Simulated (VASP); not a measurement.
# Ru: relaxation of cell and atoms with PBE

Ru:

```
CELL_PARAMETERS angstrom
-1.52672 1.52672 1.52672
1.52672 -1.52672 1.52672
1.52672 1.52672 -1.52672
ATOMIC_POSITIONS crystal
Ru 0.00000 0.00000 0.00000
```

| Item | Value |
| --- | --- |
| Program | VASP 6.6.1 |
| Task | relaxation of cell and atoms |
| Functional | PBE |
| Potentials or basis | VASP PAW PBE potentials, release 64 (Ru_pv) |
| Cutoff | 500 eV |
| k mesh | 19 × 19 × 19 |
| Occupations | fermi-dirac, width 0.05 eV |
| Spin | no spin polarisation |
| Dipole correction | no |
| Further INCAR settings | ALGO = Normal; EDIFF = 1e-07; IBRION = 2; EDIFFG = -0.005; NSW = 45; ISIF = 3 |

The relaxed volume is 14.23 Å³/atom and the relaxed cell is a = 2.644 Å, b = 2.644 Å, c = 2.644 Å, α = 109.47°, β = 109.47°, γ = 109.47°. The space group after relaxing (to 0.05 Å) is Im-3m (No. 229), the energy gained by relaxing is 0.0 meV/atom and the ionic steps are 3. The pressure after relaxing is 0.0 GPa and the band gap on the k mesh is zero (band 7 reaches 13.81 eV, above the bottom of band 8 at 10.33 eV).

Final structure:
```
Ru
1.0
    -1.52653    1.52653    1.52653
     1.52653   -1.52653    1.52653
     1.52653    1.52653   -1.52653
Ru
1
Direct
  0.00000 0.00000 0.00000
```

Levels at points of the mesh, in eV from the Fermi level:
| k point | band 3 | band 4 | band 5 | band 6 | band 7 | band 8 | band 9 | band 10 | band 11 |
| --- | --- | --- | --- | --- | --- | --- | --- | --- | --- |
| (0.00, 0.00, 0.00) | -42.57 | -7.88 | -2.74 | -2.74 | -2.74 | -0.10 | -0.10 | 10.56 | 17.12 |

It took 28 s on 1 thread of Intel(R) Xeon(R) 6975P-C (Granite Rapids), on a shared host, peak memory 0.15 GiB.
